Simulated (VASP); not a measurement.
# Rh (P6_3/mmc) in VASP: notebook

The runs below take Rh through single point, relaxation of shape and atoms at fixed volume, with PBEsol.

Program: VASP 6.6.1. These are calculated values, not measurements. Logs are shortened: lines on timing, memory, paths and dates and some standing lists are left out, and cuts for length are marked.

**1. The cell of the first run**

Symmetry: P6_3/mmc, No. 194, hexagonal system. The conventional cell has a = 2.675 Å, b = 2.675 Å, c = 8.727 Å, α = 90.00°, β = 90.00°, γ = 120.00°. Rh (site symmetry -3m) has 12 Rh at 2.67 to 2.68 Å within 3.5 Å. Within 3.5 Å of Rh (site symmetry -6m2) lie 12 Rh at 2.67 to 2.68 Å.

**2. Single point, PBEsol**

INCAR reads:

```
SYSTEM = Rh
PREC     = Accurate       ! precision mode
ENCUT    = 520            ! plane-wave cutoff, eV
EDIFF    = 1E-7           ! SCF threshold, eV
ISMEAR   = 0              ! smearing method
SIGMA    = 0.1            ! smearing width, eV
LREAL    = .FALSE.        ! projectors in reciprocal space
LASPH    = .TRUE.         ! aspherical terms in the spheres
NELM     = 80             ! most SCF steps
ALGO     = Fast           ! electronic algorithm
ISIF     = 2              ! what is computed and relaxed
LWAVE    = .FALSE.        ! write WAVECAR
LCHARG   = .FALSE.        ! write CHGCAR
GGA      = PS             ! functional
NBANDS   = 38             ! bands
```

KPOINTS reads:

```
regular mesh
0
G
  18 18 6
  0 0 0
```

POSCAR reads:

```
Rh
1.0
    2.6754312347      0.0000000000      0.0000000000
   -1.3377156174      2.3169914153      0.0000000000
    0.0000000000      0.0000000000      8.7271387725
Rh
4
Direct
    0.0000000000      0.0000000000      0.0000000000
    0.3333333333      0.6666666667      0.2500000000
    0.0000000000      0.0000000000      0.5000000000
    0.6666666667      0.3333333333      0.7500000000
```

Potentials or basis: VASP PAW PBE potentials, release 64 (Rh_pv).

Launch:

```console
$ cat potpaw_PBE.64/Rh_pv/POTCAR > POTCAR
$ mpirun -np 1 vasp_std > vasp.out
```

OUTCAR:

```text
SYSTEM = Rh
   PREC = Accurate
   ENCUT = 520
   EDIFF = 1E-7
   ISMEAR = 0
   LREAL = .FALSE.
   LASPH = .TRUE.
   NELM = 80
   ISIF = 2
   GGA = PS

 ion  position               nearest neighbor table
   1  0.000  0.000  0.000-   2 2.67   4 2.67   4 2.67   2 2.67   4 2.67   2 2.67
   2  0.333  0.667  0.250-   1 2.67   3 2.67   1 2.67   3 2.67   1 2.67   3 2.67
   3  0.000  0.000  0.500-   2 2.67   4 2.67   4 2.67   2 2.67   4 2.67   2 2.67
   4  0.667  0.333  0.750-   1 2.67   3 2.67   1 2.67   3 2.67   1 2.67   3 2.67

  LATTYP: Found a hexagonal cell.
 ALAT       =     2.6754312347
 C/A-ratio  =     3.2619559267

  Lattice vectors:

 A1 = (   2.6754312347,   0.0000000000,   0.0000000000)
 A2 = (  -1.3377156174,   2.3169914153,   0.0000000000)
 A3 = (   0.0000000000,   0.0000000000,   8.7271387725)

Analysis of symmetry for initial positions (statically):
=====================================================================
 Subroutine PRICEL returns:
 Original cell was already a primitive cell.

 Routine SETGRP: Setting up the symmetry group for a
 hexagonal supercell.

 Subroutine GETGRP returns: Found 24 space group operations
 (whereof 12 operations were pure point group operations)
 out of a pool of 24 trial point group operations.

The static configuration has the point symmetry D_3d.
 The point group associated with its full space group is D_6h.

Analysis of symmetry for dynamics (positions and initial velocities):
=====================================================================
 Subroutine PRICEL returns:
 Original cell was already a primitive cell.

 Routine SETGRP: Setting up the symmetry group for a
 hexagonal supercell.

 Subroutine GETGRP returns: Found 24 space group operations
 (whereof 12 operations were pure point group operations)
 out of a pool of 24 trial point group operations.

The dynamic configuration has the point symmetry D_3d.
 The point group associated with its full space group is D_6h.

 Subroutine INISYM returns: Found 24 space group operations
 (whereof 12 operations are pure point group operations),
 and found     1 'primitive' translations

----------------------------------------------------------------------------------------

                                     Primitive cell

  volume of cell :      54.0991

  direct lattice vectors                    reciprocal lattice vectors
[... 86 lines left out ...]
   LNONCOLLINEAR =      F non collinear calculations
   LSORBIT =      F    spin-orbit coupling
   LASPH  =      T    aspherical Exc in radial PAW
   ENCUT  =  520.0 eV  38.22 Ry    6.18 a.u.   4.97  4.97 16.23*2*pi/ulx,y,z
   NELM   =     80;   NELMIN=  2; NELMDL= -5     # of ELM steps
   EDIFF  = 0.1E-06   stopping-criterion for ELM
   LREAL  =      F    real-space projection
   EDIFFG = 0.1E-05   stopping-criterion for IOM
   NSW    =      0    number of steps for IOM
   IBRION =     -1    ionic relax: 0-MD 1-quasi-New 2-CG
   NFREE  =      0    steps in history (QN), initial steepest desc. (CG)
   ISIF   =      2    stress and relaxation
   ISYM   =      2    0-nonsym 1-usesym 2-fastsym
   POTIM  = 0.5000    time-step for ionic-motion
   TEBEG  =    0.0;   TEEND  =   0.0 temperature during run
   PSTRESS=    0.0 pullay stress
   NELECT =      60.0000    total number of electrons
   NUPDOWN=      -1.0000    fix difference up-down
   EMIN   =  10.00;   EMAX   =-10.00  energy-range for DOS
   EFERMI =   0.00;   METHOD = LEGACY
   ISMEAR =     0;   SIGMA  =   0.10  broadening in eV -4-tet -1-fermi 0-gaus
   EFERMI_NEDOS =   21; number of points for ismear=-14 and -15
   IALGO  =     68    algorithm
   IMIX   =      4    mixing-type and parameters
     AMIX     =   0.40;   BMIX     =  1.00
     AMIX_MAG =   1.60;   BMIX_MAG =  1.00
  volume/ion in A,a.u.               =      13.52        91.27
  Fermi-wavevector in a.u.,A,eV,Ry     =   1.694579  3.202290 39.070474  2.871599
  Thomas-Fermi vector in A             =   2.775779
   LORBIT       =      0    0 simple, 1 ext, 2 COOP (PROOUT), +10 PAW based schemes
   GGA     = PS    functional components
   LHFCALC =     F    Hartree Fock is set to
   AEXX    =    0.0000 exact exchange contribution
   IVDW    =     0    specifies the selected vdW correction
   LEPSILON=     F    determine dielectric tensor
   LRPA    =     F    only Hartree local field effects (RPA)
 non-spin polarized calculation
 RMM-DIIS sequential band-by-band and
 Gauss-broadening in eV      SIGMA  =   0.10
  energy-cutoff  :      520.00
  volume of cell :       54.10
 maximum number of plane-waves:      1493
 NGX is ok and might be reduce to    20
   NGX =  9   NGY =  9   NGZ = 33

 number of electron      59.9999997 magnetization

 Free energy of the ion-electron system (eV)
  ---------------------------------------------------
  ext. energy  EPLUGINS =         0.00000000
  ---------------------------------------------------
  free energy    TOTEN  =       -32.48525168 eV

  energy without entropy =      -32.45684267  energy(sigma->0) =      -32.47104717

 E-fermi :  12.0895     XC(G=0): -14.3238

 val. band max:       12.0823816097   @ k =   0.2222   0.1667   0.3333
 cond. band min:      12.0966354890   @ k =   0.2778   0.1111   0.0000
 fundamental gap:      0.0142538793
 Fermi energy:        12.0895281090

 k-point     1 :       0.0000    0.0000    0.0000
  band No.  band energies     occupation
      1     -35.0794      2.00000
      2     -34.7001      2.00000
      3     -34.6918      2.00000
      4     -34.4068      2.00000
      5     -34.4068      2.00000
      6     -34.3639      2.00000
[... 973 lines left out ...]
     37      21.6457      0.00000
     38      21.6846      0.00000

 [... further k-points ...]
[... 5 lines left out ...]
  --------------------------------------------------------------------------------------
  -------------------------------------------------------------------------------------
  Total       -0.0145362     -0.0145362     -0.0349619      0.0000000      0.0000000      0.0000000
  in kB       -0.4304990     -0.4304990     -1.0354185      0.0000000      0.0000000      0.0000000
  external PRESSURE =      -0.6321389 kB  Pullay stress =       0.0000000 kB

 VOLUME and BASIS-vectors are now :
 -----------------------------------------------------------------------------
  energy-cutoff  :      520.00
  volume of cell :       54.10
      direct lattice vectors                 reciprocal lattice vectors
     2.675431235  0.000000000  0.000000000     0.373771520  0.215797088  0.000000000
    -1.337715617  2.316991415  0.000000000     0.000000000  0.431594176  0.000000000
     0.000000000  0.000000000  8.727138773     0.000000000  0.000000000  0.114585092

 POSITION                                       TOTAL-FORCE (eV/Angst)
 -----------------------------------------------------------------------------------
      0.00000      0.00000      0.00000        -0.000000      0.000000      0.000000
     -0.00000      1.54466      2.18178         0.000000      0.000000     -0.000000
      0.00000      0.00000      4.36357        -0.000000      0.000000      0.000000
      1.33772      0.77233      6.54535         0.000000     -0.000000     -0.000000
 -----------------------------------------------------------------------------------
    total drift:                                0.000000     -0.000000      0.000000

  FREE ENERGIE OF THE ION-ELECTRON SYSTEM (eV)
  ---------------------------------------------------
  free  energy   TOTEN  =       -32.4852516830 eV

  energy  without entropy=      -32.4568426667  energy(sigma->0) =      -32.47104717
```

stdout:

```text
POSCAR found type information on POSCAR Rh
 POSCAR found :  1 types and       4 ions
 scaLAPACK will be used
 -----------------------------------------------------------------------------
|                                                                             |
|                                                                             |
|     You enforced a specific xc type in the INCAR file but a different       |
|     I HOPE YOU KNOW WHAT YOU ARE DOING!                                     |
|                                                                             |
 -----------------------------------------------------------------------------

 LDA part: xc-table for (Slater+PW92), standard interpolation
 POSCAR, INCAR and KPOINTS ok, starting setup
 FFT: planning ... GRIDC
 FFT: planning ... GRID_SOFT
 FFT: planning ... GRID
 WAVECAR not read
 entering main loop
```

Wall time 2.7 min (1 thread of Intel Xeon 6975P-C (Granite Rapids), shared host); peak memory 0.32 GiB.

Results:

| Item | Value |
| --- | --- |
| Free energy | -32.4853 eV |
| Pressure | -0.1 GPa |
| Band gap on the k mesh | zero (band 30 reaches 12.94 eV, above the bottom of band 31 at 10.88 eV) |

Levels at points of the mesh, in eV from the Fermi level:
| k point | band 28 | band 29 | band 30 | band 31 | band 32 | band 33 |
| --- | --- | --- | --- | --- | --- | --- |
| (0.00, 0.00, 0.00) | -1.49 | -1.49 | -0.89 | -0.89 | -0.36 | -0.36 |
| (0.50, 0.00, 0.00) | 0.62 | 0.67 | 0.85 | 0.86 | 0.89 | 1.15 |
| (0.00, 0.00, 0.50) | -1.23 | -1.17 | -1.17 | -1.17 | -1.17 | 0.08 |
| (0.50, 0.00, 0.50) | -0.12 | 0.60 | 0.60 | 0.83 | 0.83 | 2.87 |

Caveat: the PAW data sets were made with another functional, which shifts forces and pressure a little.

**3. Relaxation of shape and atoms at fixed volume, PBEsol (volume scaled by 1.03)**

INCAR reads:

```
SYSTEM = Rh
PREC = Accurate
ENCUT = 500
EDIFF = 1E-7
ISMEAR = 0
SIGMA = 0.1
LREAL = .FALSE.
LASPH = .TRUE.
NELM = 120
ALGO = Normal
ISIF = 4
LWAVE = .FALSE.
LCHARG = .FALSE.
GGA = PS
IBRION = 2
NSW = 50
EDIFFG = -0.01
GGA_COMPAT = .FALSE.
NELMIN = 4
```

KPOINTS reads:

```
Automatic mesh
0
G
  18 18 6
  0 0 0
```

POSCAR reads:

```
Rh
1.0
    2.7019223757      0.0000000000      0.0000000000
   -1.3509611879      2.3399334164      0.0000000000
    0.0000000000      0.0000000000      8.8135517069
Rh
4
Direct
    0.0000000000      0.0000000000      0.0000000000
    0.3333333333      0.6666666667      0.2500000000
    0.0000000000      0.0000000000      0.5000000000
    0.6666666667      0.3333333333      0.7500000000
```

Potentials or basis: VASP PAW PBE potentials, release 64 (Rh_pv).

Launch:

```console
$ cat potpaw_PBE.64/Rh_pv/POTCAR > POTCAR
$ mpirun -np 1 vasp_std > vasp.out
```

OUTCAR:

```text
SYSTEM = Rh
   PREC = Accurate
   ENCUT = 500
   EDIFF = 1E-7
   ISMEAR = 0
   LREAL = .FALSE.
   LASPH = .TRUE.
   NELM = 120
   ISIF = 4
   GGA = PS
   IBRION = 2
   NSW = 50
   EDIFFG = -0.01
   NELMIN = 4

 ion  position               nearest neighbor table
   1  0.000  0.000  0.000-   2 2.70   4 2.70   4 2.70   2 2.70   4 2.70   2 2.70
   2  0.333  0.667  0.250-   1 2.70   3 2.70   1 2.70   3 2.70   1 2.70   3 2.70
   3  0.000  0.000  0.500-   2 2.70   4 2.70   4 2.70   2 2.70   4 2.70   2 2.70
   4  0.667  0.333  0.750-   1 2.70   3 2.70   1 2.70   3 2.70   1 2.70   3 2.70

  LATTYP: Found a hexagonal cell.
 ALAT       =     2.7019223757
 C/A-ratio  =     3.2619559267

  Lattice vectors:

 A1 = (   2.7019223757,   0.0000000000,   0.0000000000)
 A2 = (  -1.3509611879,   2.3399334164,   0.0000000000)
 A3 = (   0.0000000000,   0.0000000000,   8.8135517069)

Analysis of symmetry for initial positions (statically):
=====================================================================
 Subroutine PRICEL returns:
 Original cell was already a primitive cell.

 Routine SETGRP: Setting up the symmetry group for a
 hexagonal supercell.

 Subroutine GETGRP returns: Found 24 space group operations
 (whereof 12 operations were pure point group operations)
 out of a pool of 24 trial point group operations.

The static configuration has the point symmetry D_3d.
 The point group associated with its full space group is D_6h.

Analysis of symmetry for dynamics (positions and initial velocities):
=====================================================================
 Subroutine PRICEL returns:
 Original cell was already a primitive cell.

 Routine SETGRP: Setting up the symmetry group for a
 hexagonal supercell.

 Subroutine GETGRP returns: Found 24 space group operations
 (whereof 12 operations were pure point group operations)
 out of a pool of 24 trial point group operations.
[... 120 lines left out ...]
   EFERMI =   0.00;   METHOD = LEGACY
   ISMEAR =     0;   SIGMA  =   0.10  broadening in eV -4-tet -1-fermi 0-gaus
   EFERMI_NEDOS =   21; number of points for ismear=-14 and -15
   IALGO  =     38    algorithm
   IMIX   =      4    mixing-type and parameters
     AMIX     =   0.40;   BMIX     =  1.00
     AMIX_MAG =   1.60;   BMIX_MAG =  1.00
  volume/ion in A,a.u.               =      13.93        94.01
  Fermi-wavevector in a.u.,A,eV,Ry     =   1.677965  3.170893 38.308092  2.815565
  Thomas-Fermi vector in A             =   2.762138
   LORBIT       =      0    0 simple, 1 ext, 2 COOP (PROOUT), +10 PAW based schemes
   GGA     = PS    functional components
   LHFCALC =     F    Hartree Fock is set to
   AEXX    =    0.0000 exact exchange contribution
   IVDW    =     0    specifies the selected vdW correction
   LEPSILON=     F    determine dielectric tensor
   LRPA    =     F    only Hartree local field effects (RPA)
 conjugate gradient relaxation of ions
 non-spin polarized calculation
 Gauss-broadening in eV      SIGMA  =   0.10
  energy-cutoff  :      500.00
  volume of cell :       55.72
 maximum number of plane-waves:      1455
 NGX is ok and might be reduce to    20
   NGX =  9   NGY =  9   NGZ = 33

 number of electron      60.0000004 magnetization

 Free energy of the ion-electron system (eV)
  ---------------------------------------------------
  ext. energy  EPLUGINS =         0.00000000
  ---------------------------------------------------
  free energy    TOTEN  =       -32.44348503 eV

  energy without entropy =      -32.41380413  energy(sigma->0) =      -32.42864458

 E-fermi :  11.5440     XC(G=0): -14.1333

 val. band max:       11.5371914257   @ k =   0.2222   0.1667   0.3333
 cond. band min:      11.5465628063   @ k =   0.3889  -0.0000   0.1667
 fundamental gap:      0.0093713807
 Fermi energy:        11.5439815408

 k-point     1 :       0.0000    0.0000    0.0000
  band No.  band energies     occupation
      1     -35.4974      2.00000
      2     -35.1546      2.00000
      3     -35.1470      2.00000
      4     -34.8907      2.00000
      5     -34.8907      2.00000
      6     -34.8522      2.00000
[... 925 lines left out ...]
     35      15.2383      0.00000
     36      17.9820      0.00000

 [... further k-points ...]
[... 5 lines left out ...]
  --------------------------------------------------------------------------------------
  -------------------------------------------------------------------------------------
  Total       -2.7920783     -2.7920783     -2.8332975      0.0000000      0.0000000     -0.0000000
  in kB      -80.2806438    -80.2806438    -81.4658214      0.0000000      0.0000000     -0.0000000
  external PRESSURE =     -80.6757030 kB  Pullay stress =       0.0000000 kB

 VOLUME and BASIS-vectors are now :
 -----------------------------------------------------------------------------
  energy-cutoff  :      500.00
  volume of cell :       55.72
      direct lattice vectors                 reciprocal lattice vectors
     2.701922376  0.000000000  0.000000000     0.370106858  0.213681294  0.000000000
    -1.350961188  2.339933416  0.000000000     0.000000000  0.427362588  0.000000000
     0.000000000  0.000000000  8.813551707     0.000000000  0.000000000  0.113461636

 POSITION                                       TOTAL-FORCE (eV/Angst)
 -----------------------------------------------------------------------------------
      0.00000      0.00000      0.00000        -0.000000      0.000000      0.000000
     -0.00000      1.55996      2.20339         0.000000     -0.000000     -0.000000
      0.00000      0.00000      4.40678        -0.000000      0.000000      0.000000
      1.35096      0.77998      6.61016        -0.000000      0.000000      0.000000
 -----------------------------------------------------------------------------------
    total drift:                                0.000000     -0.000000      0.000000

  FREE ENERGIE OF THE ION-ELECTRON SYSTEM (eV)
  ---------------------------------------------------
  free  energy   TOTEN  =       -32.4434850253 eV

  energy  without entropy=      -32.4138041301  energy(sigma->0) =      -32.42864458

 reached required accuracy - stopping structural energy minimisation
```

CONTCAR:

```text
Rh
   1.00000000000000
     2.7019223757000002    0.0000000000000000    0.0000000000000000
    -1.3509611879000001    2.3399334164000001    0.0000000000000000
     0.0000000000000000    0.0000000000000000    8.8135517069000002
  Rh
     4
Direct
     0.0000000000000000    0.0000000000000000    0.0000000000000000
     0.3333333332999970    0.6666666667000030    0.2500000000000000
     0.0000000000000000    0.0000000000000000    0.5000000000000000
     0.6666666667000030    0.3333333332999970    0.7500000000000000

  0.00000000E+00  0.00000000E+00  0.00000000E+00
  0.00000000E+00  0.00000000E+00  0.00000000E+00
  0.00000000E+00  0.00000000E+00  0.00000000E+00
  0.00000000E+00  0.00000000E+00  0.00000000E+00
```

Wall time 96 s (1 thread of Intel Xeon 6975P-C (Granite Rapids), shared host); peak memory 0.31 GiB.

Results:

```
Free energy             : -32.4435 eV
Pressure after relaxing : -8.1 GPa
Band gap on the k mesh  : zero (band 30 reaches 12.35 eV, above the bottom of band 31 at 10.39 eV)
```

Final structure:
```
Rh
1.0
     2.70192    0.00000    0.00000
    -1.35096    2.33993    0.00000
     0.00000    0.00000    8.81355
Rh
4
Direct
  0.00000 0.00000 0.00000
  0.33333 0.66667 0.25000
  0.00000 0.00000 0.50000
  0.66667 0.33333 0.75000
```

Caveat: the relaxation stopped at its first step, so nothing moved; the PAW data sets were made with another functional, which shifts forces and pressure a little.
